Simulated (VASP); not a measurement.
# Zn (P2_1/m) in VASP: single point with PBE

Aim: the single point of Zn with PBE.

Everything below comes from runs of VASP 6.6.1. Logs are shortened: lines on timing, memory, paths and dates and some standing lists are left out, and cuts for length are marked.

## 1. The cell of the first run

It takes space group P2_1/m (No. 11, monoclinic). The conventional cell has a = 3.380 Å, b = 5.446 Å, c = 3.436 Å, α = 90.00°, β = 119.34°, γ = 90.00°. Within 4.3 Å of Zn (site symmetry m) lie 12 Zn at 3.28 to 3.44 Å.

## 2. Single point, PBE (Hg replaced by Zn, lengths x 0.955, strained)

Input file INCAR:

```
SYSTEM = Zn
PREC = Accurate
ENCUT = 520
EDIFF = 1E-6
ISMEAR = 0
SIGMA = 0.1
LREAL = .FALSE.
LASPH = .TRUE.
NELM = 60
ALGO = Normal
ISIF = 2
LWAVE = .FALSE.
LCHARG = .FALSE.
GGA = PE
NBANDS = 19
```

Input file KPOINTS:

```
regular mesh
0
G
  6 4 6
  0 0 0
```

Input file POSCAR:

```
Zn
1.0
    3.3802358781      0.0000000000      0.0000000000
    0.0000000000      5.4458530960      0.0000000000
   -1.6833870660      0.0000000000      2.9948287568
Zn
2
Direct
    0.6515596900      0.2500000000      0.8042281600
    0.3484403100      0.7500000000      0.1957718400
```

Potentials or basis: VASP PAW PBE potentials, release 64 (Zn).

Command:

```console
$ cat potpaw_PBE.64/Zn/POTCAR > POTCAR
$ mpirun -np 1 vasp_std > vasp.out
```

OUTCAR:

```text
SYSTEM = Zn
   PREC = Accurate
   ENCUT = 520
   EDIFF = 1E-6
   ISMEAR = 0
   LREAL = .FALSE.
   LASPH = .TRUE.
   NELM = 60
   ISIF = 2
   GGA = PE

 ion  position               nearest neighbor table
   1  0.652  0.250  0.804-
   2  0.348  0.750  0.196-

  LATTYP: Found a simple monoclinic cell.
 ALAT       =     3.3802358781
 B/A-ratio  =     1.6110867089
 C/A-ratio  =     1.0163548333
 COS(beta)  =    -0.4899949704

  Lattice vectors:

 A1 = (   3.3802358781,   0.0000000000,   0.0000000000)
 A2 = (   0.0000000000,   5.4458530960,   0.0000000000)
 A3 = (  -1.6833870660,   0.0000000000,   2.9948287568)

Analysis of symmetry for initial positions (statically):
=====================================================================
 Subroutine PRICEL returns:
 Original cell was already a primitive cell.

 Routine SETGRP: Setting up the symmetry group for a
 simple monoclinic supercell.

 Subroutine GETGRP returns: Found  4 space group operations
 (whereof  2 operations were pure point group operations)
 out of a pool of  4 trial point group operations.

The static configuration has the point symmetry S_2 .
 The point group associated with its full space group is C_2h.

Analysis of symmetry for dynamics (positions and initial velocities):
=====================================================================
 Subroutine PRICEL returns:
 Original cell was already a primitive cell.

 Routine SETGRP: Setting up the symmetry group for a
 simple monoclinic supercell.

 Subroutine GETGRP returns: Found  4 space group operations
 (whereof  2 operations were pure point group operations)
 out of a pool of  4 trial point group operations.

The dynamic configuration has the point symmetry S_2 .
 The point group associated with its full space group is C_2h.

 Subroutine INISYM returns: Found  4 space group operations
 (whereof  2 operations are pure point group operations),
 and found     1 'primitive' translations

----------------------------------------------------------------------------------------

                                     Primitive cell

  volume of cell :      55.1296

  direct lattice vectors                    reciprocal lattice vectors
     3.380235878  0.000000000  0.000000000     0.295837343  0.000000000  0.166289560
     0.000000000  5.445853096  0.000000000     0.000000000  0.183625959  0.000000000
    -1.683387066  0.000000000  2.994828757     0.000000000  0.000000000  0.333908908

  length of vectors
     3.380235878  5.445853096  3.435519072     0.339369933  0.183625959  0.333908908

  position of ions in fractional coordinates (direct lattice)
     0.651559690  0.250000000  0.804228160
     0.348440310  0.750000000  0.195771840

  ion indices of the primitive-cell ions
   primitive index   ion index
                 1           1
                 2           2

----------------------------------------------------------------------------------------

 KPOINTS: regular mesh

Automatic generation of k-mesh.
 Grid dimensions read from file:
 generate k-points for:    6    4    6

 Generating k-lattice:

  Cartesian coordinates                     Fractional coordinates (reciprocal lattice)
     0.049306224  0.000000000  0.027714927     0.166666667  0.000000000  0.000000000
     0.000000000  0.045906490  0.000000000     0.000000000  0.250000000  0.000000000
     0.000000000  0.000000000  0.055651485     0.000000000  0.000000000  0.166666667

  Length of vectors
     0.056561655  0.045906490  0.055651485

  Shift w.r.t. Gamma in fractional coordinates (k-lattice)
     0.000000000  0.000000000  0.000000000

 Subroutine IBZKPT returns following result:
 ===========================================

 Found     60 irreducible k-points:

 Following reciprocal coordinates:
            Coordinates               Weight
  0.000000  0.000000  0.000000      1.000000
  0.166667  0.000000  0.000000      2.000000
  0.333333  0.000000  0.000000      2.000000
  0.500000  0.000000  0.000000      1.000000
  0.000000  0.250000  0.000000      2.000000
  0.166667  0.250000  0.000000      4.000000
[... 16 lines left out ...]
 -0.333333  0.250000  0.166667      4.000000
 -0.166667  0.250000  0.166667      4.000000
 [... further k-points ...]
   k-points           NKPTS =     60   k-points in BZ     NKDIM =     60   number of bands    NBANDS=     19
   number of dos      NEDOS =    301   number of ions     NIONS =      2
   total plane-waves  NPLWV =  32928
   dimension x,y,z NGX =    28 NGY =   42 NGZ =   28
   dimension x,y,z NGXF=    56 NGYF=   84 NGZF=   56
   ions per type =               2
   NGX,Y,Z   is equivalent  to a cutoff of  13.77, 12.82, 13.55 a.u.
   NGXF,Y,Z  is equivalent  to a cutoff of  27.54, 25.64, 27.10 a.u.
 SYSTEM =  Zn
   PREC   = accura    normal or accurate (medium, high low for compatibility)
   ISTART =      0    job   : 0-new  1-cont  2-samecut
   ICHARG =      2    charge: 1-file 2-atom 10-const
   ISPIN  =      1    spin polarized calculation?
   LNONCOLLINEAR =      F non collinear calculations
   LSORBIT =      F    spin-orbit coupling
   LASPH  =      T    aspherical Exc in radial PAW
   ENCUT  =  520.0 eV  38.22 Ry    6.18 a.u.   6.28 10.13  6.39*2*pi/ulx,y,z
   NELM   =     60;   NELMIN=  2; NELMDL= -5     # of ELM steps
   EDIFF  = 0.1E-05   stopping-criterion for ELM
   LREAL  =      F    real-space projection
   EDIFFG = 0.1E-04   stopping-criterion for IOM
   NSW    =      0    number of steps for IOM
   IBRION =     -1    ionic relax: 0-MD 1-quasi-New 2-CG
   NFREE  =      0    steps in history (QN), initial steepest desc. (CG)
   ISIF   =      2    stress and relaxation
   ISYM   =      2    0-nonsym 1-usesym 2-fastsym
   POTIM  = 0.5000    time-step for ionic-motion
   TEBEG  =    0.0;   TEEND  =   0.0 temperature during run
   PSTRESS=    0.0 pullay stress
   NELECT =      24.0000    total number of electrons
   NUPDOWN=      -1.0000    fix difference up-down
   EMIN   =  10.00;   EMAX   =-10.00  energy-range for DOS
   EFERMI =   0.00;   METHOD = LEGACY
   ISMEAR =     0;   SIGMA  =   0.10  broadening in eV -4-tet -1-fermi 0-gaus
   EFERMI_NEDOS =   21; number of points for ismear=-14 and -15
   IALGO  =     38    algorithm
   IMIX   =      4    mixing-type and parameters
     AMIX     =   0.40;   BMIX     =  1.00
     AMIX_MAG =   1.60;   BMIX_MAG =  1.00
  volume/ion in A,a.u.               =      27.56       186.02
  Fermi-wavevector in a.u.,A,eV,Ry     =   1.240748  2.344674 20.945567  1.539456
  Thomas-Fermi vector in A             =   2.375175
   LORBIT       =      0    0 simple, 1 ext, 2 COOP (PROOUT), +10 PAW based schemes
   GGA     = PE    functional components
   LHFCALC =     F    Hartree Fock is set to
   AEXX    =    0.0000 exact exchange contribution
   IVDW    =     0    specifies the selected vdW correction
   LEPSILON=     F    determine dielectric tensor
   LRPA    =     F    only Hartree local field effects (RPA)
 non-spin polarized calculation
 Gauss-broadening in eV      SIGMA  =   0.10
  energy-cutoff  :      520.00
  volume of cell :       55.13
 maximum number of plane-waves:      1504
 NGX is ok and might be reduce to    28
   NGX = 13   NGY = 21   NGZ = 13

 number of electron      23.9999964 magnetization

 Free energy of the ion-electron system (eV)
  ---------------------------------------------------
  ext. energy  EPLUGINS =         0.00000000
  ---------------------------------------------------
  free energy    TOTEN  =        -1.02476398 eV

  energy without entropy =       -1.01719119  energy(sigma->0) =       -1.02097759

 E-fermi :  -0.2920     XC(G=0):  -8.7298

 val. band max:       -0.2938126727   @ k =  -0.1667   0.0000   0.1667
 cond. band min:      -0.2272400300   @ k =   0.5000   0.5000   0.0000
 fundamental gap:      0.0665726427
 Fermi energy:        -0.2920043819

 k-point     1 :       0.0000    0.0000    0.0000
  band No.  band energies     occupation
      1      -6.8335      2.00000
      2      -6.7048      2.00000
      3      -6.7012      2.00000
      4      -6.6708      2.00000
      5      -6.6564      2.00000
      6      -6.6559      2.00000
[... 11 lines left out ...]
     18      11.8328      0.00000
     19      12.3062      0.00000

 k-point     2 :       0.1667    0.0000    0.0000
  band No.  band energies     occupation
      1      -6.7980      2.00000
      2      -6.7262      2.00000
      3      -6.6764      2.00000
      4      -6.6725      2.00000
      5      -6.6492      2.00000
      6      -6.6424      2.00000
[... 11 lines left out ...]
     18      10.7887      0.00000
     19      11.4223      0.00000

 k-point     3 :       0.3333    0.0000    0.0000
  band No.  band energies     occupation
      1      -6.8268      2.00000
      2      -6.7625      2.00000
      3      -6.7556      2.00000
      4      -6.6946      2.00000
      5      -6.6403      2.00000
      6      -6.6016      2.00000
[... 11 lines left out ...]
     18       8.8405      0.00000
     19      10.1495      0.00000

 k-point     4 :       0.5000    0.0000    0.0000
  band No.  band energies     occupation
      1      -6.8557      2.00000
      2      -6.8042      2.00000
      3      -6.7879      2.00000
      4      -6.7107      2.00000
      5      -6.6175      2.00000
      6      -6.6160      2.00000
[... 11 lines left out ...]
     18       8.2953      0.00000
     19       9.6737      0.00000

 k-point     5 :       0.0000    0.2500    0.0000
  band No.  band energies     occupation
      1      -6.8107      2.00000
      2      -6.7127      2.00000
      3      -6.7125      2.00000
      4      -6.6870      2.00000
      5      -6.6714      2.00000
      6      -6.6693      2.00000
[... 11 lines left out ...]
     18      10.7069      0.00000
     19      12.5237      0.00000
[... 334 lines left out ...]
      2      -6.7798      2.00000
      3      -6.7241      2.00000
      4      -6.7022      2.00000
      5      -6.6829      2.00000
      6      -6.5960      2.00000
[... 11 lines left out ...]
     18       8.0581      0.00000
     19      10.8248      0.00000

 k-point    22 :       0.5000    0.2500    0.1667
  band No.  band energies     occupation
      1      -6.8067      2.00000
      2      -6.7799      2.00000
      3      -6.7228      2.00000
      4      -6.7153      2.00000
      5      -6.6777      2.00000
      6      -6.6025      2.00000
[... 11 lines left out ...]
     18       8.0215      0.00000
     19      10.8539      0.00000

 k-point    23 :      -0.3333    0.2500    0.1667
  band No.  band energies     occupation
      1      -6.7627      2.00000
      2      -6.7344      2.00000
      3      -6.7263      2.00000
      4      -6.7052      2.00000
      5      -6.6629      2.00000
      6      -6.6290      2.00000
[... 11 lines left out ...]
     18       9.7451      0.00000
     19      12.2623      0.00000

 k-point    24 :      -0.1667    0.2500    0.1667
  band No.  band energies     occupation
      1      -6.7769      2.00000
      2      -6.7116      2.00000
      3      -6.7055      2.00000
      4      -6.6858      2.00000
      5      -6.6721      2.00000
      6      -6.6378      2.00000
[... 11 lines left out ...]
     18      10.0445      0.00000
     19      10.8628      0.00000

 [... further k-points ...]
[... 5 lines left out ...]
  --------------------------------------------------------------------------------------
  -------------------------------------------------------------------------------------
  Total       -2.0415444     -1.7615137     -1.6451879      0.0000000      0.0000000      0.0202919
  in kB      -59.3313865    -51.1931300    -47.8124677      0.0000000      0.0000000      0.5897231
  external PRESSURE =     -52.7789947 kB  Pullay stress =       0.0000000 kB

 VOLUME and BASIS-vectors are now :
 -----------------------------------------------------------------------------
  energy-cutoff  :      520.00
  volume of cell :       55.13
      direct lattice vectors                 reciprocal lattice vectors
     3.380235878  0.000000000  0.000000000     0.295837343  0.000000000  0.166289560
     0.000000000  5.445853096  0.000000000     0.000000000  0.183625959  0.000000000
    -1.683387066  0.000000000  2.994828757     0.000000000  0.000000000  0.333908908

 POSITION                                       TOTAL-FORCE (eV/Angst)
 -----------------------------------------------------------------------------------
      0.84860      1.36146      2.40853         0.001240      0.000000     -0.033882
      0.84825      4.08439      0.58630        -0.001240      0.000000      0.033882
 -----------------------------------------------------------------------------------
    total drift:                                0.000000      0.000000     -0.000000

  FREE ENERGIE OF THE ION-ELECTRON SYSTEM (eV)
  ---------------------------------------------------
  free  energy   TOTEN  =        -1.0247639769 eV

  energy  without entropy=       -1.0171911946  energy(sigma->0) =       -1.02097759
```

Wall time 27 s (1 thread of AMD EPYC 9R45 (Zen 5), shared host); peak memory 0.17 GiB.

Results:

| Property | Result |
| --- | --- |
| Free energy | -1.0248 eV |
| Pressure | -5.3 GPa |
| Largest force | 0.034 eV/Å |
| Band gap on the k mesh | zero (band 12 reaches -0.20 eV, above the bottom of band 13 at -0.85 eV) |

Forces in eV/Å, atoms in the order of the input:
```
Zn   0.001  0.000 -0.034
Zn  -0.001  0.000  0.034
```

Stress tensor (GPa, compression positive):
```
-5.93  0.00  0.06
 0.00 -5.12  0.00
 0.06  0.00 -4.78
```

Levels at points of the mesh, in eV from the Fermi level:
```csv
k point,band 9,band 10,band 11,band 12,band 13,band 14,band 15,band 16
"(0.00, 0.00, 0.00)",-6.31,-6.23,-6.19,-1.49,-0.56,9.13,9.86,10.90
"(0.50, 0.00, 0.00)",-6.20,-6.19,-2.26,-1.42,2.37,2.97,3.19,5.24
"(0.00, 0.50, 0.00)",-6.25,-6.25,-5.02,-5.02,5.42,5.42,10.20,10.20
"(0.50, 0.50, 0.00)",-6.20,-6.20,-1.11,-1.11,0.06,0.06,7.17,7.17
"(0.00, 0.00, 0.50)",-6.20,-6.20,-2.26,-1.79,2.40,2.82,3.46,4.56
"(0.50, 0.00, 0.50)",-6.20,-6.19,-2.24,-1.42,2.39,2.98,3.22,5.24
"(0.00, 0.50, 0.50)",-6.19,-6.19,-1.14,-1.14,-0.20,-0.20,7.62,7.62
"(0.50, 0.50, 0.50)",-6.20,-6.20,-1.08,-1.08,0.07,0.07,7.12,7.12
```

Caveat: the cell differs from its parent crystal (Hg replaced by Zn, lengths x 0.955, strained).
